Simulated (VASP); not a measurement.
# F (Cmce) in VASP: notebook

Aim: see how the results for F move with the level of theory and the settings. Levels: r2SCAN+rVV10, PBE+D3(BJ), r2SCAN, PBE+D4. Tasks: single point, relaxation of cell and atoms.

Everything below comes from runs of VASP 6.6.1. Logs are shortened: lines on timing, memory, paths and dates and some standing lists are left out, and cuts for length are marked.

### Step 1. The cell of the first run

Symmetry: Cmce, No. 64, orthorhombic system. Conventional cell: a = 4.946 Å, b = 3.221 Å, c = 6.545 Å, α = 90.00°, β = 90.00°, γ = 90.00°. F (site symmetry m) has 1 F at 1.40 Å within 1.9 Å.

### Step 2. Single point, r2SCAN+rVV10

File POSCAR:

```
F
1.0
    2.4728542882     -1.6104303596      0.0000000000
    2.4728542882      1.6104303596      0.0000000000
    0.0000000000      0.0000000000      6.5449700122
F
4
Direct
    0.9054155717      0.0945844283      0.0963912690
    0.5945844283      0.4054155717      0.5963912690
    0.4054155717      0.5945844283      0.4036087310
    0.0945844283      0.9054155717      0.9036087310
```

File INCAR.step1:

```
ALGO     = Normal         # electronic algorithm
EDIFF    = 1E-5           # SCF threshold, eV
ENCUT    = 660            # plane-wave cutoff, eV
GGA      = PE             # functional
GGA_COMPAT= False        
ISMEAR   = -1             # smearing method
LASPH    = True           # aspherical terms in the spheres
LCHARG   = False          # write CHGCAR
LREAL    = False          # projectors in reciprocal space
LWAVE    = True           # write WAVECAR
NBANDS   = 22             # bands
NELM     = 120            # most SCF steps
PREC     = Accurate       # precision mode
SIGMA    = 0.02           # smearing width, eV
```

File INCAR.step2:

```
ALGO     = Normal         # electronic algorithm
BPARAM   = 11.95        
CPARAM   = 0.0093       
EDIFF    = 1E-6           # SCF threshold, eV
ENCUT    = 660            # plane-wave cutoff, eV
GGA_COMPAT= False        
ISIF     = 2              # what is computed and relaxed
ISMEAR   = -1             # smearing method
ISTART   = 1            
IVDW_NL  = 2            
LASPH    = True           # aspherical terms in the spheres
LCHARG   = True           # write CHGCAR
LELF     = True           # ELF
LMIXTAU  = True         
LREAL    = False          # projectors in reciprocal space
LUSE_VDW = True         
LVHAR    = True         
LWAVE    = False          # write WAVECAR
METAGGA  = R2SCAN         # meta-GGA
NBANDS   = 22             # bands
NELM     = 120            # most SCF steps
PREC     = Accurate       # precision mode
SIGMA    = 0.02           # smearing width, eV
```

File KPOINTS:

```
k-points
0
Gamma
  8 8 4
```

Potentials or basis: VASP PAW PBE potentials, release 64 (F).

The run is started by

```sh
$ cat potpaw_PBE.64/F/POTCAR > POTCAR
$ cp INCAR.step1 INCAR
$ mpirun -np 1 vasp_std > vasp.out
$ cp INCAR.step2 INCAR
$ mpirun -np 1 vasp_std > vasp.out
```

OUTCAR:

```text
BPARAM = 11.95
   EDIFF = 1E-6
   ENCUT = 660
   ISIF = 2
   ISMEAR = -1
   ISTART = 1
   IVDW_NL = 2
   LASPH = True
   LREAL = False
   METAGGA = R2SCAN
   NELM = 120
   PREC = Accurate

 ion  position               nearest neighbor table
   1  0.905  0.095  0.096-   4 1.40
   2  0.595  0.405  0.596-   3 1.40
   3  0.405  0.595  0.404-   2 1.40
   4  0.095  0.905  0.904-   1 1.40

  LATTYP: Found a base centered orthorhombic cell.
 ALAT       =     3.2208607192
 B/A-ratio  =     1.5355238887
 C/A-ratio  =     2.0320562057

  Lattice vectors:

 A1 = (  -2.4728542882,  -1.6104303596,   0.0000000000)
 A2 = (   2.4728542882,  -1.6104303596,   0.0000000000)
 A3 = (   0.0000000000,   0.0000000000,   6.5449700122)

Analysis of symmetry for initial positions (statically):
=====================================================================
 Subroutine PRICEL returns:
 Original cell was already a primitive cell.

 Routine SETGRP: Setting up the symmetry group for a
 base centered orthorhombic supercell.

 Subroutine GETGRP returns: Found  8 space group operations
 (whereof  4 operations were pure point group operations)
 out of a pool of  8 trial point group operations.

The static configuration has the point symmetry C_2h.
 The point group associated with its full space group is D_2h.

Analysis of symmetry for dynamics (positions and initial velocities):
=====================================================================
 Subroutine PRICEL returns:
 Original cell was already a primitive cell.

 Routine SETGRP: Setting up the symmetry group for a
 base centered orthorhombic supercell.

 Subroutine GETGRP returns: Found  8 space group operations
 (whereof  4 operations were pure point group operations)
 out of a pool of  8 trial point group operations.

The dynamic configuration has the point symmetry C_2h.
 The point group associated with its full space group is D_2h.

 Subroutine INISYM returns: Found  8 space group operations
 (whereof  4 operations are pure point group operations),
 and found     1 'primitive' translations

----------------------------------------------------------------------------------------

                                     Primitive cell

  volume of cell :      52.1288

  direct lattice vectors                    reciprocal lattice vectors
     2.472854288 -1.610430360  0.000000000     0.202195496 -0.310476015  0.000000000
     2.472854288  1.610430360  0.000000000     0.202195496  0.310476015  0.000000000
     0.000000000  0.000000000  6.544970012     0.000000000  0.000000000  0.152789088

  length of vectors
     2.951015804  2.951015804  6.544970012     0.370510964  0.370510964  0.152789088

  position of ions in fractional coordinates (direct lattice)
     0.905415572  0.094584428  0.096391269
     0.594584428  0.405415572  0.596391269
     0.405415572  0.594584428  0.403608731
     0.094584428  0.905415572  0.903608731

  ion indices of the primitive-cell ions
   primitive index   ion index
                 1           1
                 2           2
                 3           3
                 4           4

----------------------------------------------------------------------------------------

 KPOINTS: k-points

Automatic generation of k-mesh.
 Grid dimensions read from file:
 generate k-points for:    8    8    4

 Generating k-lattice:

  Cartesian coordinates                     Fractional coordinates (reciprocal lattice)
     0.025274437 -0.038809502  0.000000000     0.125000000  0.000000000  0.000000000
     0.025274437  0.038809502  0.000000000     0.000000000  0.125000000  0.000000000
     0.000000000  0.000000000  0.038197272     0.000000000  0.000000000  0.250000000

  Length of vectors
     0.046313870  0.046313870  0.038197272

  Shift w.r.t. Gamma in fractional coordinates (k-lattice)
     0.000000000  0.000000000  0.000000000

 Subroutine IBZKPT returns following result:
 ===========================================

 Found     63 irreducible k-points:

 Following reciprocal coordinates:
            Coordinates               Weight
  0.000000  0.000000  0.000000      1.000000
  0.125000  0.000000  0.000000      4.000000
  0.250000  0.000000  0.000000      4.000000
  0.375000  0.000000  0.000000      4.000000
  0.500000  0.000000  0.000000      2.000000
  0.125000  0.125000  0.000000      2.000000
[... 16 lines left out ...]
  0.125000  0.000000  0.250000      8.000000
  0.250000  0.000000  0.250000      8.000000
 [... further k-points ...]
   k-points           NKPTS =     63   k-points in BZ     NKDIM =     63   number of bands    NBANDS=     22
   number of dos      NEDOS =    301   number of ions     NIONS =      4
   total plane-waves  NPLWV =  43904
   dimension x,y,z NGX =    28 NGY =   28 NGZ =   56
   dimension x,y,z NGXF=    56 NGYF=   56 NGZF=  112
   ions per type =               4
   NGX,Y,Z   is equivalent  to a cutoff of  15.77, 15.77, 14.22 a.u.
   NGXF,Y,Z  is equivalent  to a cutoff of  31.55, 31.55, 28.45 a.u.
 SYSTEM =  unknown system
   PREC   = accura    normal or accurate (medium, high low for compatibility)
   ISTART =      1    job   : 0-new  1-cont  2-samecut
   ICHARG =      0    charge: 1-file 2-atom 10-const
   ISPIN  =      1    spin polarized calculation?
   LNONCOLLINEAR =      F non collinear calculations
   LSORBIT =      F    spin-orbit coupling
   LASPH  =      T    aspherical Exc in radial PAW
   ENCUT  =  660.0 eV  48.51 Ry    6.96 a.u.   6.18  6.18 13.71*2*pi/ulx,y,z
   NELM   =    120;   NELMIN=  2; NELMDL=  0     # of ELM steps
   EDIFF  = 0.1E-05   stopping-criterion for ELM
   LREAL  =      F    real-space projection
   EDIFFG = 0.1E-04   stopping-criterion for IOM
   NSW    =      0    number of steps for IOM
   IBRION =     -1    ionic relax: 0-MD 1-quasi-New 2-CG
   NFREE  =      0    steps in history (QN), initial steepest desc. (CG)
   ISIF   =      2    stress and relaxation
   ISYM   =      2    0-nonsym 1-usesym 2-fastsym
   POTIM  = 0.5000    time-step for ionic-motion
   TEBEG  =    0.0;   TEEND  =   0.0 temperature during run
   PSTRESS=    0.0 pullay stress
   NELECT =      28.0000    total number of electrons
   NUPDOWN=      -1.0000    fix difference up-down
   EMIN   =  10.00;   EMAX   =-10.00  energy-range for DOS
   EFERMI =   0.00;   METHOD = LEGACY
   ISMEAR =    -1;   SIGMA  =   0.02  broadening in eV -4-tet -1-fermi 0-gaus
   EFERMI_NEDOS =   21; number of points for ismear=-14 and -15
   IALGO  =     38    algorithm
   IMIX   =      4    mixing-type and parameters
     AMIX     =   0.40;   BMIX     =  1.00
     AMIX_MAG =   1.60;   BMIX_MAG =  1.00
  volume/ion in A,a.u.               =      13.03        87.95
  Fermi-wavevector in a.u.,A,eV,Ry     =   1.330765  2.514782 24.095050  1.770936
  Thomas-Fermi vector in A             =   2.459827
   LORBIT       =      0    0 simple, 1 ext, 2 COOP (PROOUT), +10 PAW based schemes
   METAGGA = R2SCAN    functional components
   LHFCALC =     F    Hartree Fock is set to
   AEXX    =    0.0000 exact exchange contribution
   IVDW_NL    =     2    kernel type
   BPARAM     =11.9500
   IVDW    =     0    specifies the selected vdW correction
   LEPSILON=     F    determine dielectric tensor
   LRPA    =     F    only Hartree local field effects (RPA)
 non-spin polarized calculation
  energy-cutoff  :      660.00
  volume of cell :       52.13
 maximum number of plane-waves:      2024
 NGX is ok and might be reduce to    28
   NGX = 13   NGY = 13   NGZ = 27

 number of electron      28.0000009 magnetization

 Free energy of the ion-electron system (eV)
  ---------------------------------------------------
  ext. energy  EPLUGINS =         0.00000000
  ---------------------------------------------------
  free energy    TOTEN  =       -11.45322660 eV

  energy without entropy =      -11.45322660  energy(sigma->0) =      -11.45322660

 E-fermi :  -4.3186     XC(G=0):  -9.0435

 val. band max:       -4.8158439626   @ k =   0.0000   0.0000   0.0000
 cond. band min:      -1.1223996603   @ k =   0.0000   0.0000   0.0000
 fundamental gap:      3.6934443023
 Fermi energy:        -4.3185952634

 k-point     1 :       0.0000    0.0000    0.0000
  band No.  band energies     occupation
      1     -31.2496      2.00000
      2     -31.0586      2.00000
      3     -24.6563      2.00000
      4     -24.1227      2.00000
      5     -11.5439      2.00000
      6     -10.4631      2.00000
[... 14 lines left out ...]
     21      17.8449      0.00000
     22      19.1604      0.00000

 k-point     2 :       0.1250    0.0000    0.0000
  band No.  band energies     occupation
      1     -31.2176      2.00000
      2     -31.0405      2.00000
      3     -24.6290      2.00000
      4     -24.1367      2.00000
      5     -11.5195      2.00000
      6     -10.5042      2.00000
[... 14 lines left out ...]
     21      17.2775      0.00000
     22      17.9923      0.00000

 k-point     3 :       0.2500    0.0000    0.0000
  band No.  band energies     occupation
      1     -31.1361      2.00000
      2     -30.9993      2.00000
      3     -24.5552      2.00000
      4     -24.1797      2.00000
      5     -11.4447      2.00000
      6     -10.6305      2.00000
[... 14 lines left out ...]
     21      16.1612      0.00000
     22      16.9653      0.00000

 k-point     4 :       0.3750    0.0000    0.0000
  band No.  band energies     occupation
      1     -31.0427      2.00000
      2     -30.9680      2.00000
      3     -24.4541      2.00000
      4     -24.2517      2.00000
      5     -11.3081      2.00000
      6     -10.8428      2.00000
[... 14 lines left out ...]
     21      14.7170      0.00000
     22      15.1001      0.00000

 k-point     5 :       0.5000    0.0000    0.0000
  band No.  band energies     occupation
      1     -30.9792      2.00000
      2     -30.9792      2.00000
      3     -24.3471      2.00000
      4     -24.3471      2.00000
      5     -11.0966      2.00000
      6     -11.0966      2.00000
[... 417 lines left out ...]
 k-point    22 :       0.0000    0.0000    0.2500
  band No.  band energies     occupation
      1     -31.2229      2.00000
      2     -31.0879      2.00000
      3     -24.5789      2.00000
      4     -24.2018      2.00000
      5     -11.4019      2.00000
      6     -10.6452      2.00000
[... 14 lines left out ...]
     21      19.2668      0.00000
     22      19.4553      0.00000

 k-point    23 :       0.1250    0.0000    0.2500
  band No.  band energies     occupation
      1     -31.1927      2.00000
      2     -31.0676      2.00000
      3     -24.5576      2.00000
      4     -24.2097      2.00000
      5     -11.3843      2.00000
      6     -10.6712      2.00000
[... 14 lines left out ...]
     21      17.4124      0.00000
     22      18.5301      0.00000

 k-point    24 :       0.2500    0.0000    0.2500
  band No.  band energies     occupation
      1     -31.1167      2.00000
      2     -31.0201      2.00000
      3     -24.5007      2.00000
      4     -24.2352      2.00000
      5     -11.3273      2.00000
      6     -10.7478      2.00000
[... 14 lines left out ...]
     21      15.1846      0.00000
     22      16.3326      0.00000

 [... further k-points ...]

------------------------ aborting loop because EDIFF is reached ----------------------------------------

  FORCE on cell =-STRESS in cart. coord.  units (eV):
  Direction    XX          YY          ZZ          XY          YZ          ZX
  --------------------------------------------------------------------------------------
  -------------------------------------------------------------------------------------
  Total       -0.2399709      0.0422449      0.9599296      0.0000000      0.0000000      0.0000000
  in kB       -7.3754926      1.2983954     29.5033832      0.0000000      0.0000000      0.0000000
  external PRESSURE =       7.8087620 kB  Pullay stress =       0.0000000 kB

 VOLUME and BASIS-vectors are now :
 -----------------------------------------------------------------------------
  energy-cutoff  :      660.00
  volume of cell :       52.13
      direct lattice vectors                 reciprocal lattice vectors
     2.472854288 -1.610430360  0.000000000     0.202195496 -0.310476015  0.000000000
     2.472854288  1.610430360  0.000000000     0.202195496  0.310476015  0.000000000
     0.000000000  0.000000000  6.544970012     0.000000000  0.000000000  0.152789088

 POSITION                                       TOTAL-FORCE (eV/Angst)
 -----------------------------------------------------------------------------------
      2.47285     -1.30579      0.63088         0.000000      0.234700      0.489632
      2.47285     -0.30464      3.90336         0.000000     -0.234700      0.489632
      2.47285      0.30464      2.64161         0.000000      0.234700     -0.489632
      2.47285      1.30579      5.91409         0.000000     -0.234700     -0.489632
 -----------------------------------------------------------------------------------
    total drift:                                0.000000      0.000000      0.000000

  FREE ENERGIE OF THE ION-ELECTRON SYSTEM (eV)
  ---------------------------------------------------
  free  energy   TOTEN  =       -11.4532266015 eV

  energy  without entropy=      -11.4532266015  energy(sigma->0) =      -11.45322660
```

Wall time 3.3 min (1 thread of Intel Xeon 6975P-C (Granite Rapids), shared host); peak memory 0.4 GiB.

What came out:

| Quantity | Value |
| --- | --- |
| Free energy | -11.4532 eV |
| Pressure | 0.8 GPa |
| Largest force | 0.543 eV/Å |
| Band gap on the k mesh | 3.69 eV |

Forces in eV/Å, atoms in the order of the input:
```
F    0.000  0.235  0.490
F    0.000 -0.235  0.490
F    0.000  0.235 -0.490
F    0.000 -0.235 -0.490
```

Caveat: the PAW data sets were made with another functional, which shifts forces and pressure a little.

### Step 3. Relaxation of cell and atoms, PBE+D3(BJ)

This run uses another cell than the first one, of 23.61 Å³/atom.

File INCAR:

```
SYSTEM = F
PREC = Accurate
ENCUT = 600
EDIFF = 1E-7
ISMEAR = -1
SIGMA = 0.02
LREAL = .FALSE.
LASPH = .TRUE.
NELM = 120
ALGO = Normal
ISIF = 3
LWAVE = .FALSE.
LCHARG = .FALSE.
GGA = PE
IVDW = 12
IBRION = 2
NSW = 80
EDIFFG = -0.005
GGA_COMPAT = .FALSE.
NELMIN = 4
```

File KPOINTS:

```
regular mesh
0
G
  6 6 4
  0 0 0
```

File POSCAR:

```
F
1.0
    3.5401180000     -2.0919010000      0.0000000000
    3.5401180000      2.0919010000      0.0000000000
    0.0000000000      0.0000000000      6.3757260000
F
4
Direct
    0.9125420000      0.0874580000      0.0960130000
    0.5874580000      0.4125420000      0.5960130000
    0.4125420000      0.5874580000      0.4039870000
    0.0874580000      0.9125420000      0.9039870000
```

Potentials or basis: VASP PAW PBE potentials, release 64 (F).

The run is started by

```sh
$ cat potpaw_PBE.64/F/POTCAR > POTCAR
$ mpirun -np 1 vasp_std > vasp.out
```

Wall time 17 min (1 thread of Intel Xeon 6975P-C (Granite Rapids), shared host); peak memory 0.29 GiB.

Results (log left out):

| Item | Value |
| --- | --- |
| Free energy | -7.4939 eV |
| Relaxed volume | 16.15 Å³/atom |
| Relaxed cell | a = 3.338 Å, b = 3.338 Å, c = 6.337 Å, α = 90.00°, β = 90.00°, γ = 66.14° |
| Space group after relaxing (to 0.1 Å) | Cmce (No. 64) |
| Energy gained by relaxing | 26.1 meV/atom |
| Ionic steps | 61 |
| Pressure after relaxing | 0.0 GPa |
| Band gap on the k mesh | 2.90 eV (least direct gap 2.97 eV) |
| Dispersion energy per atom | -0.029 eV |

Forces in eV/Å, atoms in the order of the input:
```
F    0.000 -0.001 -0.002
F    0.000  0.001 -0.002
F    0.000 -0.001  0.002
F    0.000  0.001  0.002
```

The path:
```
step  energy change (eV)  largest force (eV/Å)  pressure (GPa)  volume (Å³)
   1              0.0000                0.0305           -0.47        94.43
   3             -0.0122                0.1796           -0.24        90.66
   5             -0.0373                0.9879            1.79        74.89
   7             -0.0379                0.9824            1.80        74.71
   9             -0.0407                0.9584            1.82        73.87
  11             -0.0486                0.8731            1.98        70.60
  13             -0.0504                0.8108            2.24        67.59
  15             -0.0664                0.4159            1.22        68.38
  17             -0.0735                0.0864            0.02        69.41
  19             -0.0737                0.0751            0.05        69.38
  21             -0.0756                0.0690            0.05        69.41
  23             -0.0821                0.0462           -0.01        69.54
  25             -0.0953                0.1361            0.02        69.97
  27             -0.0962                0.0310           -0.37        70.01
  29             -0.0987                0.0779           -0.45        69.08
  31             -0.1003                0.2775           -0.74        64.90
  33             -0.1023                0.1587           -0.54        66.56
  35             -0.1030                0.1225            0.20        65.33
  37             -0.1034                0.0188           -0.09        65.80
  39             -0.1035                0.0180           -0.09        65.75
  41             -0.1037                0.0147           -0.09        65.54
  43             -0.1042                0.0195           -0.06        64.69
  45             -0.1042                0.0278           -0.04        64.26
  47             -0.1043                0.0091            0.03        64.20
  49             -0.1043                0.0078            0.03        64.21
  51             -0.1045                0.0108            0.00        64.27
  53             -0.1045                0.0170           -0.01        64.31
  55             -0.1045                0.0011            0.03        64.31
  57             -0.1045                0.0003            0.02        64.36
  59             -0.1046                0.0044            0.01        64.57
  61             -0.1046                0.0027           -0.01        64.58
```

Final structure:
```
F
1.0
     2.79723   -1.82156    0.00000
     2.79723    1.82156    0.00000
     0.00000    0.00000    6.33740
F
4
Direct
  0.89763 0.10237 0.09612
  0.60237 0.39763 0.59611
  0.39763 0.60237 0.40388
  0.10237 0.89763 0.90389
```

Levels at points of the mesh, in eV from the valence-band top:
| k point | band 10 | band 11 | band 12 | band 13 | band 14 | band 15 | band 16 | band 17 | band 18 |
| --- | --- | --- | --- | --- | --- | --- | --- | --- | --- |
| (0.00, 0.00, 0.00) | -3.05 | -0.47 | -0.11 | -0.11 | -0.06 | 2.90 | 3.53 | 9.25 | 12.28 |
| (0.50, 0.00, 0.00) | -3.23 | -0.27 | -0.27 | -0.12 | -0.12 | 3.28 | 3.28 | 13.29 | 13.29 |
| (0.50, 0.50, 0.00) | -3.30 | -0.54 | -0.54 | -0.10 | 0.00 | 3.08 | 3.46 | 13.45 | 14.61 |
| (0.00, 0.00, 0.50) | -3.08 | -0.32 | -0.32 | -0.08 | -0.08 | 3.17 | 3.17 | 10.28 | 10.28 |
| (0.50, 0.00, 0.50) | -3.24 | -0.24 | -0.24 | -0.06 | -0.06 | 3.26 | 3.26 | 13.82 | 13.82 |
| (0.50, 0.50, 0.50) | -3.32 | -0.34 | -0.34 | -0.26 | -0.26 | 3.25 | 3.25 | 14.02 | 14.02 |

Caveat: the volume moved by over 15 % at a fixed basis, so the end points are rough.

(Part 1 of 2 ends here.)
